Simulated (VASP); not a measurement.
# CsH (I4mm) in VASP: further runs

Runs on CsH. Level: LDA. Tasks: single point.

All numbers are computed with VASP 6.6.1; they aren't measurements. Logs are shortened: lines on timing, memory, paths and dates and some standing lists are left out, and cuts for length are marked.

### Step 1. The cell of the first run

It takes space group I4mm (No. 107, tetragonal). The conventional cell has a = 4.509 Å, b = 4.509 Å, c = 6.376 Å, α = 90.00°, β = 90.00°, γ = 90.00°. Within 3.9 Å of Cs (site symmetry 4mm) lie 6 H at 2.99 to 3.39 Å. H (site symmetry 4mm) has 6 Cs at 2.99 to 3.39 Å within 3.9 Å.

### Step 2. Single point, LDA (all Cs atoms moved -0.200 Å, as atom 1 along Cartesian [0 0 1])

Input file INCAR:

```
PREC = Accurate
ENCUT = 520
EDIFF = 1E-6
ISMEAR = 0
SIGMA = 0.05
LREAL = False
LASPH = True
NELM = 60
ALGO = Normal
ISIF = 2
LWAVE = False
LCHARG = True
GGA = CA
LELF = True
LVHAR = True
NBANDS = 12
```

Input file KPOINTS:

```
Automatic mesh
0
Gamma
  8 8 8
```

Input file POSCAR:

```
CsH
1.0
    0.0000000000      3.1880000000      3.1880000000
    3.1880000000      0.0000000000      3.1880000000
    3.1880000000      3.1880000000      0.0000000000
Cs H
1 1
Direct
   -0.0313676286     -0.0313676286      0.0313676286
    0.5000000000      0.5000000000      0.5000000000
```

Potentials or basis: VASP PAW LDA potentials, release 64 (Cs_sv, H).

Launch:

```console
> cat potpaw_LDA.64/Cs_sv/POTCAR potpaw_LDA.64/H/POTCAR > POTCAR
> mpirun -np 1 vasp_std > vasp.out
```

OUTCAR:

```text
PREC = Accurate
   ENCUT = 520
   EDIFF = 1E-6
   ISMEAR = 0
   LREAL = False
   LASPH = True
   NELM = 60
   ISIF = 2
   GGA = CA

 ion  position               nearest neighbor table
   1  0.969  0.969  0.031-
   2  0.500  0.500  0.500-

  LATTYP: Found a face centered cubic cell.
 ALAT       =     6.3760000000

  Lattice vectors:

 A1 = (   0.0000000000,   3.1880000000,   3.1880000000)
 A2 = (   3.1880000000,   0.0000000000,   3.1880000000)
 A3 = (   3.1880000000,   3.1880000000,   0.0000000000)

Analysis of symmetry for initial positions (statically):
=====================================================================
 Subroutine PRICEL returns:
 Original cell was already a primitive cell.

 Routine SETGRP: Setting up the symmetry group for a
 face centered cubic supercell.

 Subroutine GETGRP returns: Found  8 space group operations
 (whereof  8 operations were pure point group operations)
 out of a pool of 48 trial point group operations.

The static configuration has the point symmetry C_4v.

Analysis of symmetry for dynamics (positions and initial velocities):
=====================================================================
 Subroutine PRICEL returns:
 Original cell was already a primitive cell.

 Routine SETGRP: Setting up the symmetry group for a
 face centered cubic supercell.

 Subroutine GETGRP returns: Found  8 space group operations
 (whereof  8 operations were pure point group operations)
 out of a pool of 48 trial point group operations.

The dynamic configuration has the point symmetry C_4v.

 Subroutine INISYM returns: Found  8 space group operations
 (whereof  8 operations are pure point group operations),
 and found     1 'primitive' translations

----------------------------------------------------------------------------------------

                                     Primitive cell

  volume of cell :      64.8015

  direct lattice vectors                    reciprocal lattice vectors
     0.000000000  3.188000000  3.188000000    -0.156838143  0.156838143  0.156838143
     3.188000000  0.000000000  3.188000000     0.156838143 -0.156838143  0.156838143
     3.188000000  3.188000000  0.000000000     0.156838143  0.156838143 -0.156838143

  length of vectors
     4.508512837  4.508512837  4.508512837     0.271651632  0.271651632  0.271651632

  position of ions in fractional coordinates (direct lattice)
     0.968632371  0.968632371  0.031367629
     0.500000000  0.500000000  0.500000000

  ion indices of the primitive-cell ions
   primitive index   ion index
                 1           1
                 2           2

----------------------------------------------------------------------------------------

 KPOINTS: Automatic mesh

Automatic generation of k-mesh.
 Grid dimensions read from file:
 generate k-points for:    8    8    8

 Generating k-lattice:

  Cartesian coordinates                     Fractional coordinates (reciprocal lattice)
    -0.019604768  0.019604768  0.019604768     0.125000000  0.000000000  0.000000000
     0.019604768 -0.019604768  0.019604768     0.000000000  0.125000000  0.000000000
     0.019604768  0.019604768 -0.019604768     0.000000000  0.000000000  0.125000000

  Length of vectors
     0.033956454  0.033956454  0.033956454

  Shift w.r.t. Gamma in fractional coordinates (k-lattice)
     0.000000000  0.000000000  0.000000000

 Subroutine IBZKPT returns following result:
 ===========================================

 Found     59 irreducible k-points:

 Following reciprocal coordinates:
            Coordinates               Weight
  0.000000  0.000000  0.000000      1.000000
  0.125000  0.000000  0.000000      8.000000
  0.250000  0.000000  0.000000      8.000000
  0.375000  0.000000  0.000000      8.000000
  0.500000  0.000000  0.000000      4.000000
  0.125000  0.125000  0.000000      2.000000
[... 16 lines left out ...]
  0.000000  0.375000  0.250000     16.000000
  0.500000  0.250000  0.000000      8.000000
 [... further k-points ...]
   k-points           NKPTS =     59   k-points in BZ     NKDIM =     59   number of bands    NBANDS=     12
   number of dos      NEDOS =    301   number of ions     NIONS =      2
   total plane-waves  NPLWV =  46656
   dimension x,y,z NGX =    36 NGY =   36 NGZ =   36
   dimension x,y,z NGXF=    72 NGYF=   72 NGZF=   72
   ions per type =               1   1
   NGX,Y,Z   is equivalent  to a cutoff of  13.27, 13.27, 13.27 a.u.
   NGXF,Y,Z  is equivalent  to a cutoff of  26.55, 26.55, 26.55 a.u.
 SYSTEM =  unknown system
   PREC   = accura    normal or accurate (medium, high low for compatibility)
   ISTART =      0    job   : 0-new  1-cont  2-samecut
   ICHARG =      2    charge: 1-file 2-atom 10-const
   ISPIN  =      1    spin polarized calculation?
   LNONCOLLINEAR =      F non collinear calculations
   LSORBIT =      F    spin-orbit coupling
   LASPH  =      T    aspherical Exc in radial PAW
   ENCUT  =  520.0 eV  38.22 Ry    6.18 a.u.   8.38  8.38  8.38*2*pi/ulx,y,z
   NELM   =     60;   NELMIN=  2; NELMDL= -5     # of ELM steps
   EDIFF  = 0.1E-05   stopping-criterion for ELM
   LREAL  =      F    real-space projection
   EDIFFG = 0.1E-04   stopping-criterion for IOM
   NSW    =      0    number of steps for IOM
   IBRION =     -1    ionic relax: 0-MD 1-quasi-New 2-CG
   NFREE  =      0    steps in history (QN), initial steepest desc. (CG)
   ISIF   =      2    stress and relaxation
   ISYM   =      2    0-nonsym 1-usesym 2-fastsym
   POTIM  = 0.5000    time-step for ionic-motion
   TEBEG  =    0.0;   TEEND  =   0.0 temperature during run
   PSTRESS=    0.0 pullay stress
   NELECT =      10.0000    total number of electrons
   NUPDOWN=      -1.0000    fix difference up-down
   EMIN   =  10.00;   EMAX   =-10.00  energy-range for DOS
   EFERMI =   0.00;   METHOD = LEGACY
   ISMEAR =     0;   SIGMA  =   0.05  broadening in eV -4-tet -1-fermi 0-gaus
   EFERMI_NEDOS =   21; number of points for ismear=-14 and -15
   IALGO  =     38    algorithm
   IMIX   =      4    mixing-type and parameters
     AMIX     =   0.40;   BMIX     =  1.00
     AMIX_MAG =   1.60;   BMIX_MAG =  1.00
  volume/ion in A,a.u.               =      32.40       218.65
  Fermi-wavevector in a.u.,A,eV,Ry     =   0.878105  1.659378 10.491026  0.771069
  Thomas-Fermi vector in A             =   1.998146
   LORBIT       =      0    0 simple, 1 ext, 2 COOP (PROOUT), +10 PAW based schemes
   GGA     = CA    functional components
   LHFCALC =     F    Hartree Fock is set to
   AEXX    =    0.0000 exact exchange contribution
   IVDW    =     0    specifies the selected vdW correction
   LEPSILON=     F    determine dielectric tensor
   LRPA    =     F    only Hartree local field effects (RPA)
 non-spin polarized calculation
 Gauss-broadening in eV      SIGMA  =   0.05
  energy-cutoff  :      520.00
  volume of cell :       64.80
 maximum number of plane-waves:      1807
 NGX is ok and might be reduce to    36
   NGX = 17   NGY = 17   NGZ = 17

 number of electron      10.0000000 magnetization

 Free energy of the ion-electron system (eV)
  ---------------------------------------------------
  ext. energy  EPLUGINS =         0.00000000
  ---------------------------------------------------
  free energy    TOTEN  =        -4.88204069 eV

  energy without entropy =       -4.88204069  energy(sigma->0) =       -4.88204069

 E-fermi :   0.2836     XC(G=0):  -7.5264

 val. band max:        0.0163753549   @ k =   0.5000   0.0000   0.0000
 cond. band min:       1.9917645607   @ k =   0.5000   0.0000   0.0000
 fundamental gap:      1.9753892057
 Fermi energy:         0.2836433222

 k-point     1 :       0.0000    0.0000    0.0000
  band No.  band energies     occupation
      1     -21.4102      2.00000
      2      -7.8595      2.00000
      3      -7.8595      2.00000
      4      -7.8584      2.00000
      5      -1.8327      2.00000
      6       5.0079      0.00000
      7       5.0079      0.00000
      8       5.0165      0.00000
      9       5.6405      0.00000
     10       6.8172      0.00000
     11       6.8280      0.00000
     12       8.5402      0.00000

 k-point     2 :       0.1250    0.0000    0.0000
  band No.  band energies     occupation
      1     -21.3986      2.00000
      2      -8.0074      2.00000
      3      -7.8741      2.00000
      4      -7.8730      2.00000
      5      -1.5807      2.00000
      6       4.4763      0.00000
      7       5.1108      0.00000
      8       5.1243      0.00000
      9       5.4961      0.00000
     10       6.5072      0.00000
     11       6.5487      0.00000
     12       9.2269      0.00000

 k-point     3 :       0.2500    0.0000    0.0000
  band No.  band energies     occupation
      1     -21.3704      2.00000
      2      -8.3322      2.00000
      3      -7.9089      2.00000
      4      -7.9075      2.00000
      5      -0.9764      2.00000
      6       3.3788      0.00000
      7       5.0212      0.00000
      8       5.0607      0.00000
      9       5.7321      0.00000
     10       6.5861      0.00000
     11       6.6027      0.00000
     12      10.7100      0.00000
[... 286 lines left out ...]
 k-point    23 :       0.0000    0.3750    0.2500
  band No.  band energies     occupation
      1     -21.3347      2.00000
      2      -8.4604      2.00000
      3      -8.0745      2.00000
      4      -8.0470      2.00000
      5      -0.8515      2.00000
      6       3.3470      0.00000
      7       4.0095      0.00000
      8       5.9055      0.00000
      9       6.3827      0.00000
     10       7.5065      0.00000
     11       7.9938      0.00000
     12      10.5696      0.00000

 k-point    24 :       0.5000    0.2500    0.0000
  band No.  band energies     occupation
      1     -21.3172      2.00000
      2      -8.5639      2.00000
      3      -8.1835      2.00000
      4      -8.0518      2.00000
      5      -0.6153      2.00000
      6       3.0424      0.00000
      7       4.2292      0.00000
      8       5.6297      0.00000
      9       6.6097      0.00000
     10       8.4037      0.00000
     11       8.6547      0.00000
     12       9.2561      0.00000

 [... further k-points ...]

------------------------ aborting loop because EDIFF is reached ----------------------------------------

  FORCE on cell =-STRESS in cart. coord.  units (eV):
  Direction    XX          YY          ZZ          XY          YZ          ZX
  --------------------------------------------------------------------------------------
  -------------------------------------------------------------------------------------
  Total       -0.5176245     -0.5176245     -0.3581861      0.0000000      0.0000000      0.0000000
  in kB      -12.7979508    -12.7979508     -8.8559349      0.0000000      0.0000000      0.0000000
  external PRESSURE =     -11.4839455 kB  Pullay stress =       0.0000000 kB

 VOLUME and BASIS-vectors are now :
 -----------------------------------------------------------------------------
  energy-cutoff  :      520.00
  volume of cell :       64.80
      direct lattice vectors                 reciprocal lattice vectors
     0.000000000  3.188000000  3.188000000    -0.156838143  0.156838143  0.156838143
     3.188000000  0.000000000  3.188000000     0.156838143 -0.156838143  0.156838143
     3.188000000  3.188000000  0.000000000     0.156838143  0.156838143 -0.156838143

 POSITION                                       TOTAL-FORCE (eV/Angst)
 -----------------------------------------------------------------------------------
      3.18800      3.18800      6.17600         0.000000      0.000000      0.102719
      3.18800      3.18800      3.18800         0.000000      0.000000     -0.102719
 -----------------------------------------------------------------------------------
    total drift:                                0.000000      0.000000     -0.000179

  FREE ENERGIE OF THE ION-ELECTRON SYSTEM (eV)
  ---------------------------------------------------
  free  energy   TOTEN  =        -4.8820406892 eV

  energy  without entropy=       -4.8820406892  energy(sigma->0) =       -4.88204069
```

Run time: 67 s. Hardware: 1 thread of Intel Xeon 8259CL, shared host; peak memory 0.2 GiB.

What came out:

```
Free energy            : -4.8820 eV
Pressure               : -1.1 GPa
Largest force          : 0.103 eV/Å
Band gap on the k mesh : 1.98 eV
```

Forces on the atoms (eV/Å):
```
Cs   0.000  0.000  0.103
H    0.000  0.000 -0.103
```

Stress tensor (GPa, compression positive):
```
-1.28  0.00  0.00
 0.00 -1.28  0.00
 0.00  0.00 -0.89
```

Levels at points of the mesh, in eV from the valence-band top:
| k point | band 2 | band 3 | band 4 | band 5 | band 6 | band 7 | band 8 | band 9 |
| --- | --- | --- | --- | --- | --- | --- | --- | --- |
| (0.00, 0.00, 0.00) | -7.88 | -7.88 | -7.87 | -1.85 | 4.99 | 4.99 | 5.00 | 5.62 |
| (0.50, 0.00, 0.00) | -8.75 | -7.97 | -7.97 | 0.00 | 1.98 | 4.57 | 4.57 | 7.02 |
| (0.50, 0.50, 0.00) | -8.63 | -8.16 | -8.16 | -1.19 | 2.87 | 5.26 | 7.96 | 8.10 |
| (0.00, 0.50, 0.50) | -8.62 | -8.16 | -8.16 | -1.19 | 2.86 | 5.33 | 7.40 | 8.11 |

Caveat: the cell differs from its parent crystal (all Cs atoms moved -0.200 Å, as atom 1 along Cartesian [0 0 1]); spin-orbit coupling is left out, which moves the levels of the heavy elements. A k mesh can miss the band edges.

### Step 3. Single point, LDA (all Cs atoms moved +0.150 Å, as atom 1 along Cartesian [0 0 1])

Input file INCAR:

```
ALGO     = Normal         # electronic algorithm
EDIFF    = 1E-6           # SCF threshold, eV
ENCUT    = 520            # plane-wave cutoff, eV
GGA      = CA             # functional
ISIF     = 2              # what is computed and relaxed
ISMEAR   = 0              # smearing method
LASPH    = T              # aspherical terms in the spheres
LCHARG   = T              # write CHGCAR
LELF     = T              # ELF
LREAL    = F              # projectors in reciprocal space
LVHAR    = T            
LWAVE    = F              # write WAVECAR
NBANDS   = 12             # bands
NELM     = 80             # most SCF steps
PREC     = Accurate       # precision mode
SIGMA    = 0.05           # smearing width, eV
```

Input file KPOINTS:

```
k-points
0
Gamma
  8 8 8
```

Changes to POSCAR since step 2:

```diff
@@ -8,3 +8,3 @@
 Direct
-   -0.0313676286     -0.0313676286      0.0313676286
+    0.0235257215      0.0235257215     -0.0235257215
     0.5000000000      0.5000000000      0.5000000000
```

Potentials or basis: VASP PAW LDA potentials, release 64 (Cs_sv, H).

Launch:

```console
> cat potpaw_LDA.64/Cs_sv/POTCAR potpaw_LDA.64/H/POTCAR > POTCAR
> mpirun -np 1 vasp_std > vasp.out
```

Run time: 62 s. Hardware: 1 thread of Intel Xeon 8259CL, shared host; peak memory 0.2 GiB.

The run converged. Its results:

* Free energy: -4.8864 eV
* Pressure: -1.2 GPa
* Largest force: 0.074 eV/Å
* Band gap on the k mesh: 1.96 eV

Forces in eV/Å, atoms in the order of the input:
```
Cs   0.000  0.000 -0.074
H    0.000  0.000  0.074
```

Stress tensor (GPa, compression positive):
```
-1.26  0.00  0.00
 0.00 -1.26  0.00
 0.00  0.00 -1.04
```

Levels at points of the mesh, in eV from the valence-band top:
```tsv
k point	band 3	band 4	band 5	band 6	band 7	band 8
(0.00, 0.00, 0.00)	-7.88	-7.88	-1.86	4.99	4.99	4.99
(0.50, 0.00, 0.00)	-7.98	-7.98	0.00	1.96	4.56	4.56
(0.50, 0.50, 0.00)	-8.17	-8.17	-1.20	2.86	5.28	7.91
(0.00, 0.50, 0.50)	-8.17	-8.17	-1.21	2.86	5.32	7.53
```

Caveat: the cell differs from its parent crystal (all Cs atoms moved +0.150 Å, as atom 1 along Cartesian [0 0 1]); spin-orbit coupling is left out, which moves the levels of the heavy elements.

(Part 1 of 2 ends here.)
